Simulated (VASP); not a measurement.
Wanted: the native input for a VASP 6.6.1 run.

* Task: single point
* Functional: PBE
* Potentials or basis: VASP PAW PBE potentials, release 64 (Zr_sv, In_d, F)
* Cutoff: 520 eV
* k mesh: 4 × 4 × 4
* Occupations: gaussian, width 0.1 eV
* Spin: no spin polarisation
* Dipole correction: no
* Further INCAR settings: ALGO = Normal; EDIFF = 1e-06; NBANDS = 31

The structure of ZrInF3 lies in POSCAR:

```
ZrInF3
1.0
    4.1148995003      0.0000000000      0.0000000000
    0.0000000000      4.1148995003      0.0000000000
    0.0000000000      0.0000000000      6.4594872580
Zr In F
1 1 3
Direct
    0.0000000000      0.0000000000      1.0035631735
    0.5000000000      0.5000000000      0.3353728713
    0.0000000000      0.5000000000     -0.0532539657
    0.5000000000      0.0000000000     -0.0532539657
    0.0000000000      0.0000000000      0.7012997867
```

One way to write it, as run:

INCAR

```
SYSTEM = ZrInF3
  PREC = Accurate
  ENCUT = 520
  EDIFF = 1E-6
  ISMEAR = 0
  SIGMA = 0.1
  LREAL = .FALSE.
  LASPH = .TRUE.
  NELM = 100
  ALGO = Normal
  ISIF = 2
  LWAVE = .FALSE.
  LCHARG = .FALSE.
  GGA = PE
  NBANDS = 31
```

KPOINTS

```
Automatic mesh
0
G
  4 4 4
  0 0 0
```

Potentials or basis: VASP PAW PBE potentials, release 64 (Zr_sv, In_d, F).

Run with:

```console
$ cat potpaw_PBE.64/Zr_sv/POTCAR potpaw_PBE.64/In_d/POTCAR potpaw_PBE.64/F/POTCAR > POTCAR
$ mpirun -np 1 vasp_std > vasp.out
```

Results of the run:

```json
{
  "Pressure": "0.1 GPa",
  "Largest force": "0.112 eV/Å",
  "Band gap on the k mesh": "zero (bands 23 and 24 overlap by 0.75 eV)"
}
```

Caveat: the k points lie up to 0.38 Å⁻¹ apart, too coarse for converged energies and pressures of a metal; spin-orbit coupling is left out, which moves the levels of the heavy elements.

Wall time 49 s on 1 thread of Intel(R) Xeon(R) Platinum 8488C (Sapphire Rapids), on a shared host, peak memory 0.24 GiB.
